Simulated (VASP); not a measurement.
# La (P6_3/mmc) in VASP: single point with PBE

Aim: the single point of La with PBE.

Program: VASP 6.6.1. These are calculated values, not measurements. Logs are shortened: lines on timing, memory, paths and dates and some standing lists are left out, and cuts for length are marked.

**1. The cell of the first run**

Symmetry: P6_3/mmc, No. 194, hexagonal system. Conventional cell: a = 3.770 Å, b = 3.770 Å, c = 12.159 Å, α = 90.00°, β = 90.00°, γ = 120.00°. La (site symmetry -3m) has 12 La at 3.74 to 3.77 Å within 4.9 Å. La (site symmetry -6m2) has 12 La at 3.74 to 3.77 Å within 4.9 Å.

**2. Single point, PBE**

INCAR reads:

```
SYSTEM = La
ALGO = Normal
EDIFF = 1E-6
ENCUT = 520
GGA = PE
ISIF = 2
ISMEAR = -1
LASPH = .TRUE.
LCHARG = .FALSE.
LREAL = .FALSE.
LWAVE = .FALSE.
NBANDS = 30
NELM = 100
PREC = Accurate
SIGMA = 0.05
```

KPOINTS reads:

```
k-points
0
G
  9 9 3
  0 0 0
```

POSCAR reads:

```
La
1.0
    3.7700000000      0.0000000000      0.0000000000
   -1.8850000000      3.2649157723      0.0000000000
    0.0000000000      0.0000000000     12.1590000000
La
4
Direct
    0.0000000000      0.0000000000      0.0000000000
    0.0000000000      0.0000000000      0.5000000000
    0.3333333333      0.6666666667      0.7500000000
    0.6666666667      0.3333333333      0.2500000000
```

Potentials or basis: VASP PAW PBE potentials, release 64 (La).

Launch:

```
cat potpaw_PBE.64/La/POTCAR > POTCAR
mpirun -np 1 vasp_std > vasp.out
```

OUTCAR:

```text
SYSTEM = La
   EDIFF = 1E-6
   ENCUT = 520
   GGA = PE
   ISIF = 2
   ISMEAR = -1
   LASPH = .TRUE.
   LREAL = .FALSE.
   NELM = 100
   PREC = Accurate

 ion  position               nearest neighbor table
   1  0.000  0.000  0.000-
   2  0.000  0.000  0.500-
   3  0.333  0.667  0.750-
   4  0.667  0.333  0.250-

  LATTYP: Found a hexagonal cell.
 ALAT       =     3.7700000000
 C/A-ratio  =     3.2251989390

  Lattice vectors:

 A1 = (   3.7700000000,   0.0000000000,   0.0000000000)
 A2 = (  -1.8850000000,   3.2649157723,   0.0000000000)
 A3 = (   0.0000000000,   0.0000000000,  12.1590000000)

Analysis of symmetry for initial positions (statically):
=====================================================================
 Subroutine PRICEL returns:
 Original cell was already a primitive cell.

 Routine SETGRP: Setting up the symmetry group for a
 hexagonal supercell.

 Subroutine GETGRP returns: Found 24 space group operations
 (whereof 12 operations were pure point group operations)
 out of a pool of 24 trial point group operations.

The static configuration has the point symmetry D_3d.
 The point group associated with its full space group is D_6h.

Analysis of symmetry for dynamics (positions and initial velocities):
=====================================================================
 Subroutine PRICEL returns:
 Original cell was already a primitive cell.

 Routine SETGRP: Setting up the symmetry group for a
 hexagonal supercell.

 Subroutine GETGRP returns: Found 24 space group operations
 (whereof 12 operations were pure point group operations)
 out of a pool of 24 trial point group operations.

The dynamic configuration has the point symmetry D_3d.
 The point group associated with its full space group is D_6h.

 Subroutine INISYM returns: Found 24 space group operations
 (whereof 12 operations are pure point group operations),
 and found     1 'primitive' translations

----------------------------------------------------------------------------------------

                                     Primitive cell

  volume of cell :     149.6619

  direct lattice vectors                    reciprocal lattice vectors
     3.770000000  0.000000000  0.000000000     0.265251989  0.153143307  0.000000000
    -1.885000000  3.264915772  0.000000000     0.000000000  0.306286615  0.000000000
     0.000000000  0.000000000 12.159000000     0.000000000  0.000000000  0.082243606

  length of vectors
     3.770000000  3.770000000 12.159000000     0.306286615  0.306286615  0.082243606

  position of ions in fractional coordinates (direct lattice)
     0.000000000  0.000000000  0.000000000
     0.000000000  0.000000000  0.500000000
     0.333333333  0.666666667  0.750000000
     0.666666667  0.333333333  0.250000000

  ion indices of the primitive-cell ions
   primitive index   ion index
                 1           1
                 2           2
                 3           3
                 4           4

----------------------------------------------------------------------------------------

 KPOINTS: k-points

Automatic generation of k-mesh.
 Grid dimensions read from file:
 generate k-points for:    9    9    3

 Generating k-lattice:

  Cartesian coordinates                     Fractional coordinates (reciprocal lattice)
     0.029472443  0.017015923  0.000000000     0.111111111  0.000000000  0.000000000
     0.000000000  0.034031846  0.000000000     0.000000000  0.111111111  0.000000000
     0.000000000  0.000000000  0.027414535     0.000000000  0.000000000  0.333333333

  Length of vectors
     0.034031846  0.034031846  0.027414535

  Shift w.r.t. Gamma in fractional coordinates (k-lattice)
     0.000000000  0.000000000  0.000000000

 Subroutine IBZKPT returns following result:
 ===========================================

 Found     24 irreducible k-points:

 Following reciprocal coordinates:
            Coordinates               Weight
  0.000000  0.000000  0.000000      1.000000
  0.111111  0.000000  0.000000      6.000000
  0.222222  0.000000  0.000000      6.000000
  0.333333  0.000000  0.000000      6.000000
  0.444444  0.000000  0.000000      6.000000
  0.111111  0.111111  0.000000      6.000000
[... 16 lines left out ...]
  0.333333  0.222222  0.333333     24.000000
  0.333333  0.333333  0.333333      4.000000
   k-points           NKPTS =     24   k-points in BZ     NKDIM =     24   number of bands    NBANDS=     30
   number of dos      NEDOS =    301   number of ions     NIONS =      4
   total plane-waves  NPLWV =  70560
   dimension x,y,z NGX =    28 NGY =   28 NGZ =   90
   dimension x,y,z NGXF=    56 NGYF=   56 NGZF=  180
   ions per type =               4
   NGX,Y,Z   is equivalent  to a cutoff of  12.35, 12.35, 12.31 a.u.
   NGXF,Y,Z  is equivalent  to a cutoff of  24.69, 24.69, 24.61 a.u.
 SYSTEM =  La
   PREC   = accura    normal or accurate (medium, high low for compatibility)
   ISTART =      0    job   : 0-new  1-cont  2-samecut
   ICHARG =      2    charge: 1-file 2-atom 10-const
   ISPIN  =      1    spin polarized calculation?
   LNONCOLLINEAR =      F non collinear calculations
   LSORBIT =      F    spin-orbit coupling
   LASPH  =      T    aspherical Exc in radial PAW
   ENCUT  =  520.0 eV  38.22 Ry    6.18 a.u.   7.01  7.01 22.61*2*pi/ulx,y,z
   NELM   =    100;   NELMIN=  2; NELMDL= -5     # of ELM steps
   EDIFF  = 0.1E-05   stopping-criterion for ELM
   LREAL  =      F    real-space projection
   EDIFFG = 0.1E-04   stopping-criterion for IOM
   NSW    =      0    number of steps for IOM
   IBRION =     -1    ionic relax: 0-MD 1-quasi-New 2-CG
   NFREE  =      0    steps in history (QN), initial steepest desc. (CG)
   ISIF   =      2    stress and relaxation
   ISYM   =      2    0-nonsym 1-usesym 2-fastsym
   POTIM  = 0.5000    time-step for ionic-motion
   TEBEG  =    0.0;   TEEND  =   0.0 temperature during run
   PSTRESS=    0.0 pullay stress
   NELECT =      44.0000    total number of electrons
   NUPDOWN=      -1.0000    fix difference up-down
   EMIN   =  10.00;   EMAX   =-10.00  energy-range for DOS
   EFERMI =   0.00;   METHOD = LEGACY
   ISMEAR =    -1;   SIGMA  =   0.05  broadening in eV -4-tet -1-fermi 0-gaus
   EFERMI_NEDOS =   21; number of points for ismear=-14 and -15
   IALGO  =     38    algorithm
   IMIX   =      4    mixing-type and parameters
     AMIX     =   0.40;   BMIX     =  1.00
     AMIX_MAG =   1.60;   BMIX_MAG =  1.00
  volume/ion in A,a.u.               =      37.42       252.49
  Fermi-wavevector in a.u.,A,eV,Ry     =   1.088567  2.057094 16.122618  1.184979
  Thomas-Fermi vector in A             =   2.224752
   LORBIT       =      0    0 simple, 1 ext, 2 COOP (PROOUT), +10 PAW based schemes
   GGA     = PE    functional components
   LHFCALC =     F    Hartree Fock is set to
   AEXX    =    0.0000 exact exchange contribution
   IVDW    =     0    specifies the selected vdW correction
   LEPSILON=     F    determine dielectric tensor
   LRPA    =     F    only Hartree local field effects (RPA)
 non-spin polarized calculation
  energy-cutoff  :      520.00
  volume of cell :      149.66
 maximum number of plane-waves:      4055
 NGX is ok and might be reduce to    28
   NGX = 13   NGY = 13   NGZ = 45

 number of electron      44.0000000 magnetization

 Free energy of the ion-electron system (eV)
  ---------------------------------------------------
  ext. energy  EPLUGINS =         0.00000000
  ---------------------------------------------------
  free energy    TOTEN  =       -19.56475243 eV

  energy without entropy =      -19.50993012  energy(sigma->0) =      -19.53734128

 E-fermi :   7.8182     XC(G=0):  -9.5312

 val. band max:        7.8015486589   @ k =   0.1111   0.1111   0.3333
 cond. band min:       7.8196145459   @ k =   0.3333   0.3333   0.0000
 fundamental gap:      0.0180658870
 Fermi energy:         7.8181965069

 k-point     1 :       0.0000    0.0000    0.0000
  band No.  band energies     occupation
      1     -25.0870      2.00000
      2     -24.9951      2.00000
      3     -24.9825      2.00000
      4     -24.8874      2.00000
      5      -9.4625      2.00000
      6      -8.8161      2.00000
[... 22 lines left out ...]
     29       9.1873      0.00000
     30       9.2968      0.00000

 k-point     2 :       0.1111    0.0000    0.0000
  band No.  band energies     occupation
      1     -25.0681      2.00000
      2     -24.9811      2.00000
      3     -24.9686      2.00000
      4     -24.8787      2.00000
      5      -9.4124      2.00000
      6      -8.8345      2.00000
[... 22 lines left out ...]
     29       9.3213      0.00000
     30       9.4181      0.00000

 k-point     3 :       0.2222    0.0000    0.0000
  band No.  band energies     occupation
      1     -25.0182      2.00000
      2     -24.9454      2.00000
      3     -24.9330      2.00000
      4     -24.8582      2.00000
      5      -9.2759      2.00000
      6      -8.9538      2.00000
[... 22 lines left out ...]
     29       9.3054      0.00000
     30       9.4432      0.00000

 k-point     4 :       0.3333    0.0000    0.0000
  band No.  band energies     occupation
      1     -24.9559      2.00000
      2     -24.9043      2.00000
      3     -24.8920      2.00000
      4     -24.8394      2.00000
      5      -9.2226      2.00000
      6      -9.2048      2.00000
[... 22 lines left out ...]
     29       9.2173      0.00000
     30       9.4346      0.00000

 k-point     5 :       0.4444    0.0000    0.0000
  band No.  band energies     occupation
      1     -24.9081      2.00000
      2     -24.8771      2.00000
      3     -24.8649      2.00000
      4     -24.8336      2.00000
      5      -9.3937      2.00000
      6      -9.3780      2.00000
[... 22 lines left out ...]
     29       9.5494      0.00000
     30       9.5779      0.00000
[... 526 lines left out ...]
     29       9.5461      0.00000
     30       9.5721      0.00000

 k-point    22 :       0.2222    0.2222    0.3333
  band No.  band energies     occupation
      1     -24.9194      2.00000
      2     -24.9033      2.00000
      3     -24.8565      2.00000
      4     -24.8401      2.00000
      5      -9.1925      2.00000
      6      -9.1367      2.00000
[... 22 lines left out ...]
     29       9.1816      0.00000
     30       9.1911      0.00000

 k-point    23 :       0.3333    0.2222    0.3333
  band No.  band energies     occupation
      1     -24.8798      2.00000
      2     -24.8720      2.00000
      3     -24.8462      2.00000
      4     -24.8385      2.00000
      5      -9.2355      2.00000
      6      -9.2280      2.00000
[... 22 lines left out ...]
     29       9.2703      0.00000
     30       9.3382      0.00000

 k-point    24 :       0.3333    0.3333    0.3333
  band No.  band energies     occupation
      1     -24.8581      2.00000
      2     -24.8580      2.00000
      3     -24.8458      2.00000
      4     -24.8458      2.00000
      5      -9.1432      2.00000
      6      -9.1432      2.00000
[... 22 lines left out ...]
     29       9.3677      0.00000
     30       9.4222      0.00000

------------------------ aborting loop because EDIFF is reached ----------------------------------------

  FORCE on cell =-STRESS in cart. coord.  units (eV):
  Direction    XX          YY          ZZ          XY          YZ          ZX
  --------------------------------------------------------------------------------------
  -------------------------------------------------------------------------------------
  Total       -0.0176843     -0.0176843     -0.2501661     -0.0000000      0.0000000      0.0000000
  in kB       -0.1893160     -0.1893160     -2.6781062     -0.0000000      0.0000000      0.0000000
  external PRESSURE =      -1.0189127 kB  Pullay stress =       0.0000000 kB

 VOLUME and BASIS-vectors are now :
 -----------------------------------------------------------------------------
  energy-cutoff  :      520.00
  volume of cell :      149.66
      direct lattice vectors                 reciprocal lattice vectors
     3.770000000  0.000000000  0.000000000     0.265251989  0.153143307  0.000000000
    -1.885000000  3.264915772  0.000000000     0.000000000  0.306286615  0.000000000
     0.000000000  0.000000000 12.159000000     0.000000000  0.000000000  0.082243606

 POSITION                                       TOTAL-FORCE (eV/Angst)
 -----------------------------------------------------------------------------------
      0.00000      0.00000      0.00000        -0.000000      0.000000     -0.000000
      0.00000      0.00000      6.07950        -0.000000      0.000000     -0.000000
     -0.00000      2.17661      9.11925        -0.000000      0.000000     -0.000000
      1.88500      1.08831      3.03975         0.000000     -0.000000      0.000000
 -----------------------------------------------------------------------------------
    total drift:                               -0.000000      0.000000      0.000000

  FREE ENERGIE OF THE ION-ELECTRON SYSTEM (eV)
  ---------------------------------------------------
  free  energy   TOTEN  =       -19.5647524305 eV

  energy  without entropy=      -19.5099301220  energy(sigma->0) =      -19.53734128
```

Wall time 97 s (1 thread of Intel Xeon Platinum 8488C (Sapphire Rapids), shared host); peak memory 0.29 GiB.

What came out:

```
Free energy            : -19.5648 eV
Pressure               : -0.1 GPa
Band gap on the k mesh : zero (band 22 reaches 8.77 eV, above the bottom of band 23 at 7.62 eV)
```

Caveat: spin-orbit coupling is left out, which moves the levels of the heavy elements.
